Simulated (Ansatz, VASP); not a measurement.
# Two plane-wave programs on V

```
V
1.0
    -1.47988    1.47988    1.47988
     1.47988   -1.47988    1.47988
     1.47988    1.47988   -1.47988
V
1
Cartesian
  0.0000 0.0000 0.0000
```

Alike in both runs: task relaxation of cell and atoms; functional PBEsol; k mesh 20 × 20 × 20; occupations fermi-dirac, width 0.05 eV; no spin polarisation.

|  | VASP | Ansatz |
| --- | --- | --- |
| version | VASP 6.6.1 | Ansatz 0.2.0 |
| potentials or method | VASP PAW PBE potentials, release 64 (V_sv) | PAW with Ansatz's default frozen-core files, scalar-relativistic |
| plane-wave cutoff (eV) | 500 | 420 |
| valence electrons in the cell | 13 | 13 |

```tsv
	VASP	Ansatz	Ansatz less VASP
relaxed volume (Å³/atom)	12.96	12.95	-0.009
relaxed cell length with the largest relative difference (Å)	2.563	2.563	-0.0006
```

VASP's potentials were made for PBE, not for PBEsol.

Noted on VASP's run: the relaxation stopped at its first step, so nothing moved.
